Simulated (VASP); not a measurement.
Set up this calculation in VASP 6.6.1, as the native input.

| Quantity | Value |
| --- | --- |
| Task | single point |
| Functional | PBEsol |
| Potentials or basis | VASP PAW PBE potentials, release 64 (Sn_d) |
| Cutoff | 500 eV |
| k mesh | 3 × 3 × 3 |
| Occupations | methfessel-paxton, width 0.1 eV |
| Spin | no spin polarisation |
| Dipole correction | no |
| Further INCAR settings | ALGO = Normal; EDIFF = 1e-06; NBANDS = 21 |

The structure of Sn lies in POSCAR:

```
Sn
1.0
    0.0000000000      3.2333428000      3.2333428000
    3.2333428000      0.0000000000      3.2333428000
    3.2333428000      3.2333428000      0.0000000000
Sn
2
Direct
    0.0000000000      0.0000000000      0.0000000000
    0.2500000000      0.2500000000      0.2500000000
```

The input as run:

INCAR

```
PREC = Accurate
ENCUT = 500
EDIFF = 1E-6
ISMEAR = 1
SIGMA = 0.1
LREAL = False
LASPH = True
NELM = 120
ALGO = Normal
ISIF = 2
LWAVE = False
LCHARG = False
GGA = PS
NBANDS = 21
GGA_COMPAT = False
```

KPOINTS

```
Automatic mesh
0
Gamma
  3 3 3
```

Potentials or basis: VASP PAW PBE potentials, release 64 (Sn_d).

Command:

```console
$ cat potpaw_PBE.64/Sn_d/POTCAR > POTCAR
$ mpirun -np 1 vasp_std > vasp.out
```

It gave:

* Pressure: 3.4 GPa
* Band gap on the k mesh: zero (filled and empty bands touch)

Caveat: the k points lie up to 0.56 Å⁻¹ apart; the PAW data sets were made with another functional, which shifts forces and pressure a little; spin-orbit coupling is left out, which moves the levels of the heavy elements.

It took 12 s on 1 thread of Intel(R) Xeon(R) Platinum 8259CL CPU @ 2.50GHz (Skylake/Cascade Lake), with other jobs on the host, peak memory 0.19 GiB.
